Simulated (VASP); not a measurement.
Here is a VASP 6.6.1 calculation.

The input INCAR:

```
  PREC = Accurate
  ENCUT = 520
  EDIFF = 1E-7
  ISMEAR = 0
  SIGMA = 0.05
  LREAL = Auto
  LASPH = T
  NELM = 150
  ALGO = Normal
  ISIF = 2
  LWAVE = F
  LCHARG = F
  ISPIN = 2
  MAGMOM = 0 0 0 0 2.42 0 0 0 0.01 0 0.01 0 0.01 0 0.01 0 0.01 0.01 0 0
  LORBIT = 11
  LMAXMIX = 4
  LDAU = T
  LDAUTYPE = 2
  LDAUL = -1 2 -1 -1
  LDAUU = 0 3 0 0
  LDAUJ = 0 0 0 0
  LDAUPRINT = 1
  GGA = PS
  NBANDS = 90
```

The input KPOINTS:

```
Automatic mesh
0
Gamma
  3 3 2
```

File POSCAR:

```
K4Mg3VF12
1.0
    3.9897000000      3.9897000000      0.0000000000
   -3.9897000000      3.9897000000      0.0000000000
    0.0000000000      0.0000000000      7.9794000000
K V Mg F
4 1 3 12
Direct
    0.5000000000      0.0000000000      0.2512002981
    0.5000000000      0.0000000000      0.7487997019
    0.0000000000      0.5000000000      0.2512002981
    0.0000000000      0.5000000000      0.7487997019
    0.0000000000      0.0000000000      0.0000000000
    0.0000000000      0.0000000000      0.5000000000
    0.5000000000      0.5000000000      0.0000000000
    0.5000000000      0.5000000000      0.5000000000
    0.2562295092      0.7437704908      0.0000000000
    0.2502879233      0.7497120767      0.5000000000
    0.7437704908      0.2562295092      0.0000000000
    0.7497120767      0.2502879233      0.5000000000
    0.2562295092      0.2562295092      0.0000000000
    0.2502879233      0.2502879233      0.5000000000
    0.7437704908      0.7437704908      0.0000000000
    0.7497120767      0.7497120767      0.5000000000
    0.0000000000      0.0000000000      0.2567536721
    0.0000000000      0.0000000000      0.7432463279
    0.5000000000      0.5000000000      0.2510090051
    0.5000000000      0.5000000000      0.7489909949
```

Potentials or basis: VASP PAW PBE potentials, release 64 (K_sv, V_sv, Mg, F).

Run with:

```console
$ cat potpaw_PBE.64/K_sv/POTCAR potpaw_PBE.64/V_sv/POTCAR potpaw_PBE.64/Mg/POTCAR potpaw_PBE.64/F/POTCAR > POTCAR
$ mpirun -np 1 vasp_std > vasp.out
```

**Question.** Estimate the site moments.

**Answer.** K +0.00; V +2.72; Mg -0.00, +0.00; F +0.01, +0.00 μB.

**Question.** Predict the pressure.

**Answer.** 2.1 GPa.

**Question.** Estimate the net moment.

**Answer.** 3.00 μB per cell.

**Question.** Predict the band gap on the k mesh.

**Answer.** 2.68 eV, indirect (least direct gap 2.75 eV).

Eigenvalues of the final occupation matrices:
| site | spin | trace | eigenvalues |
| --- | --- | --- | --- |
| site 5 d | 1 | 2.94 | 0.11 0.11 0.91 0.91 0.91 |
| site 5 d | 2 | 0.24 | 0.02 0.02 0.02 0.09 0.09 |

Caveat: the PAW data sets were made with another functional, which shifts forces and pressure a little. A k mesh can miss the band edges.
